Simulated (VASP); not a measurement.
Write the native input for VASP 6.6.1 that does the following.

```yaml
Task: single point
Functional: PBE
Potentials_or_basis: VASP PAW PBE potentials, release 64 (Mg, O)
Cutoff: 520 eV
k_mesh: 14 × 14 × 14
Occupations: fermi-dirac, width 0.05 eV
Spin: no spin polarisation
Dipole_correction: no
Further_INCAR_settings: ALGO = Normal; EDIFF = 1e-06; NBANDS = 11
```

The structure of MgO (CsCl type) lies in POSCAR:

```
MgO
1.0
    2.5899589941      0.0000000000      0.0000000000
    0.0000000000      2.5899589941      0.0000000000
    0.0000000000      0.0000000000      2.5899589941
Mg O
1 1
Direct
    0.0000000000      0.0000000000      0.0000000000
    0.5000000000      0.5000000000      0.5000000000
```

One way to write it, as run:

INCAR

```
PREC     = Accurate       # precision mode
ENCUT    = 520            # plane-wave cutoff, eV
EDIFF    = 1E-6           # SCF threshold, eV
ISMEAR   = -1             # smearing method
SIGMA    = 0.05           # smearing width, eV
LREAL    = False          # projectors in reciprocal space
LASPH    = True           # aspherical terms in the spheres
NELM     = 80             # most SCF steps
ALGO     = Normal         # electronic algorithm
ISIF     = 2              # what is computed and relaxed
LWAVE    = False          # write WAVECAR
LCHARG   = False          # write CHGCAR
GGA      = PE             # functional
NBANDS   = 11             # bands
```

KPOINTS

```
regular mesh
0
Gamma
  14 14 14
```

Potentials or basis: VASP PAW PBE potentials, release 64 (Mg, O).

Run with:

```sh
$ cat potpaw_PBE.64/Mg/POTCAR potpaw_PBE.64/O/POTCAR > POTCAR
$ mpirun -np 1 vasp_std > vasp.out
```

It gave:

| Item | Value |
| --- | --- |
| Pressure | 12.3 GPa |
| Band gap on the k mesh | 2.99 eV, indirect (least direct gap 4.05 eV) |

It took 22 s on 1 thread of Intel Xeon 8259CL (shared host), peak memory 0.14 GiB.
